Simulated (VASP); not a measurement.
Write the native input for VASP 6.6.1 that does the following.

```
Task                   : single point
Functional             : PBE
Potentials or basis    : VASP PAW PBE potentials, release 64 (Y_sv, Na_pv)
Cutoff                 : 520 eV
k mesh                 : 8 × 8 × 8
Occupations            : fermi-dirac, width 0.05 eV
Spin                   : no spin polarisation
Dipole correction      : no
Further INCAR settings : ALGO = Fast; EDIFF = 1e-07; NBANDS = 28
```

The structure of NaY3 lies in POSCAR:

```
NaY3
1.0
   -2.4676713071      2.4676713071      5.5753290675
    2.4676713071     -2.4676713071      5.5753290675
    2.4676713071      2.4676713071     -5.5753290675
Y Na
3 1
Direct
    0.5000000000      0.5000000000      0.0000000000
    0.2500000000      0.7500000000      0.5000000000
    0.7500000000      0.2500000000      0.5000000000
    0.0000000000      0.0000000000      0.0000000000
```

These files were run (other wordings do the same):

INCAR

```
SYSTEM = NaY3
  PREC = Accurate
  ENCUT = 520
  EDIFF = 1E-7
  ISMEAR = -1
  SIGMA = 0.05
  LREAL = .False.
  LASPH = .True.
  NELM = 80
  ALGO = Fast
  ISIF = 2
  LWAVE = .False.
  LCHARG = .False.
  GGA = PE
  NBANDS = 28
```

KPOINTS

```
Automatic mesh
0
Gamma
  8 8 8
  0 0 0
```

Potentials or basis: VASP PAW PBE potentials, release 64 (Y_sv, Na_pv).

Run with:

```console
$ cat potpaw_PBE.64/Y_sv/POTCAR potpaw_PBE.64/Na_pv/POTCAR > POTCAR
$ mpirun -np 1 vasp_std > vasp.out
```

Results of the run:

| Quantity | Value |
| --- | --- |
| Pressure | -1.3 GPa |
| Band gap on the k mesh | zero (bands 20 and 21 overlap by 0.51 eV) |

Run time: 15 min on 1 thread of Intel(R) Xeon(R) Platinum 8559C (Emerald Rapids), on a shared host, peak memory 0.49 GiB.
